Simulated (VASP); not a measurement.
Ca: single point with HSE06

The system is Ca.

```
CELL_PARAMETERS angstrom
-2.23437 2.23437 2.22395
2.23437 -2.23437 2.22395
2.23437 2.23437 -2.22395
ATOMIC_POSITIONS crystal
Ca 0.50000 0.50000 0.00000
```

This isn't the form of Ca at room conditions, which is fcc.

| Property | Result |
| --- | --- |
| Program | VASP 6.6.1 |
| Task | single point |
| Functional | HSE06 |
| Potentials or basis | VASP PAW PBE potentials, release 64 (Ca_sv) |
| Cutoff | 520 eV |
| k mesh | 6 × 6 × 6 |
| Occupations | gaussian, width 0.025 eV |
| Spin | no spin polarisation |
| Dipole correction | no |
| Grid for exact exchange (PRECFOCK) | Normal |
| Further INCAR settings | ALGO = Normal; EDIFF = 1e-06; NBANDS = 11 |
| Share of exact exchange | 0.25 |
| Screening parameter | 0.2079 1/Å |

```json
{
  "Pressure": "0.0 GPa",
  "Band gap on the k mesh": "zero (bands 5 and 6 overlap by 0.74 eV)"
}
```

Levels at points of the mesh, in eV from the Fermi level:
```tsv
k point	band 2	band 3	band 4	band 5	band 6	band 7	band 8	band 9
(0.00, 0.00, 0.00)	-25.37	-25.37	-25.37	-4.88	3.01	3.04	3.04	4.13
(0.50, 0.00, 0.00)	-25.49	-25.41	-25.37	-0.96	-0.33	1.94	4.01	4.47
(0.50, 0.50, 0.00)	-25.49	-25.41	-25.37	-0.97	-0.35	1.96	3.98	4.46
(0.50, 0.50, 0.50)	-25.45	-25.45	-25.45	0.39	0.40	3.90	3.90	3.98
```

Wall time 35 min on 1 thread of AMD EPYC 7R43 64-Core Processor (Zen 3), on a shared host, peak memory 0.25 GiB.

Caveat: the PAW data sets were made with another functional, which shifts forces and pressure a little.
